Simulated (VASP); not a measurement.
Set up this calculation in VASP 6.6.1, as the native input.

* Task: single point
* Functional: PBE
* Potentials or basis: VASP PAW PBE potentials, release 64 (Si)
* Cutoff: 520 eV
* k mesh: 8 × 6 × 1
* Occupations: fermi-dirac, width 0.02 eV
* Spin: no spin polarisation
* Dipole correction: yes
* Further INCAR settings: ALGO = Normal; EDIFF = 1e-06; NBANDS = 16

The structure of Si lies in POSCAR:

```
Si
1.0
    3.8685410222      0.0000000000      0.0000000000
    0.0000000000      5.4709431802      0.0000000000
    0.0000000000      0.0000000000     12.7262000000
Si
4
Direct
    0.0000000000      0.3665610050      0.4321782332
    0.5000000000      0.1334389950      0.4321782332
    0.5000000000      0.8665609134      0.5678217668
    0.0000000000      0.6334390866      0.5678217668
```

One way to write it, as run:

INCAR

```
PREC = Accurate ; ENCUT = 520
EDIFF = 1E-6 ; ISMEAR = -1
SIGMA = 0.02 ; LREAL = False
LASPH = True ; NELM = 60
ALGO = Normal ; ISIF = 2
LWAVE = False ; LCHARG = True
LDIPOL = True ; IDIPOL = 3
DIPOL = 0.5 0.5 0.500 ; GGA = PE
LELF = True ; LVHAR = True
LVACPOTAV = True ; NBANDS = 16
```

KPOINTS

```
regular mesh
0
Gamma
  8 6 1
```

Potentials or basis: VASP PAW PBE potentials, release 64 (Si).

The run is started by

```console
$ cat potpaw_PBE.64/Si/POTCAR > POTCAR
$ mpirun -np 1 vasp_std > vasp.out
```

Results of the run:

The largest force is 0.007 eV/Å and the band gap on the k mesh is zero (band 8 reaches -1.53 eV, above the bottom of band 9 at -1.62 eV).

Wall time 66 s on 1 thread of Intel(R) Xeon(R) Platinum 8488C (Sapphire Rapids) (shared host), peak memory 0.34 GiB.
